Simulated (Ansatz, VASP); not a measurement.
Pt in VASP and in Ansatz

The input INCAR:

```
PREC = Accurate
ENCUT = 500
EDIFF = 1E-6
ISMEAR = -1
SIGMA = 0.1
LREAL = False
LASPH = True
NELM = 120
ALGO = Normal
ISIF = 2
LWAVE = False
LCHARG = False
NBANDS = 11
GGA_COMPAT = False
```

The input KPOINTS:

```
Automatic mesh
0
Gamma
  12 12 12
```

Contents of POSCAR:

```
Pt
1.0
   -1.5842200000      1.5842200000      1.5842200000
    1.5842200000     -1.5842200000      1.5842200000
    1.5842200000      1.5842200000     -1.5842200000
Pt
1
Direct
    0.0000000000      0.0000000000      0.0000000000
```

Input for Ansatz:

```yaml
crystal:
  lattice:
    - [-1.58422, 1.58422, 1.58422]
    - [1.58422, -1.58422, 1.58422]
    - [1.58422, 1.58422, -1.58422]
  atoms:
    - { symbol: Pt, position: [0.0, 0.0, 0.0] }
basis:
  ecutwfc: 450.0
kpoints:
  mp_grid:
    grid: [12, 12, 12]
hamiltonian:
  xc: lda
scf:
  occupations:
    method: fermi_dirac
    width: 0.1
output:
  forces: true
  stress: true
```

Alike in both runs: task single point; functional LDA; k mesh 12 × 12 × 12; occupations fermi-dirac, width 0.1 eV; no spin polarisation.

|  | VASP | Ansatz |
| --- | --- | --- |
| version | VASP 6.6.1 | Ansatz 0.2.0 |
| potentials or method | VASP PAW LDA potentials, release 64 (Pt), cutoff 500 eV | plane waves, PAW |
| valence electrons in the cell | 10 | 18 |

Ansatz gave:

```
pressure (GPa) : -15.9
```

Which values does VASP return?

Pressure (GPa): -15.4.

LDA's correlation is that of Perdew and Zunger in VASP and of Perdew and Wang (1992) in Ansatz. VASP's potentials hold 10 valence electrons a cell and Ansatz's 18, so a difference there can come from the potentials and not from the codes.

Neither program's run includes spin-orbit coupling.
